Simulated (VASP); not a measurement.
Set up this calculation in VASP 6.6.1, as the native input.

```
Task                   : single point
Functional             : PBEsol
Potentials or basis    : VASP PAW PBE potentials, release 64 (Cd)
Cutoff                 : 520 eV
k mesh                 : 6 × 6 × 6
Occupations            : gaussian, width 0.1 eV
Spin                   : no spin polarisation
Dipole correction      : no
Further INCAR settings : ALGO = Fast; EDIFF = 1e-06; NBANDS = 25
```

The structure of Cd lies in POSCAR:

```
Cd
1.0
    1.4276166308      0.8242348461      6.9866193184
   -1.4276166308      0.8242348461      6.9866193184
    0.0000000000     -1.6484696922      6.9866193184
Cd
3
Direct
    0.0000000000      0.0000000000      0.0000000000
    0.7776871195      0.7776871195      0.7776871195
    0.2223128805      0.2223128805      0.2223128805
```

These files were run (other wordings do the same):

INCAR

```
PREC = Accurate
ENCUT = 520
EDIFF = 1E-6
ISMEAR = 0
SIGMA = 0.1
LREAL = F
LASPH = T
NELM = 60
ALGO = Fast
ISIF = 2
LWAVE = F
LCHARG = F
GGA = PS
NBANDS = 25
```

KPOINTS

```
Automatic mesh
0
Gamma
  6 6 6
```

Potentials or basis: VASP PAW PBE potentials, release 64 (Cd).

Command:

```sh
$ cat potpaw_PBE.64/Cd/POTCAR > POTCAR
$ mpirun -np 1 vasp_std > vasp.out
```

It gave:

| Item | Value |
| --- | --- |
| Pressure | 28.4 GPa |
| Largest force | 0.103 eV/Å |
| Band gap on the k mesh | zero (bands 18 and 19 overlap by 1.03 eV) |

Caveat: the k points lie up to 0.43 Å⁻¹ apart, too coarse for converged energies and pressures of a metal; the PAW data sets were made with another functional, which shifts forces and pressure a little.

Wall time 100 s on 1 thread of Intel(R) Xeon(R) Platinum 8488C (Sapphire Rapids), on a shared host, peak memory 0.37 GiB.
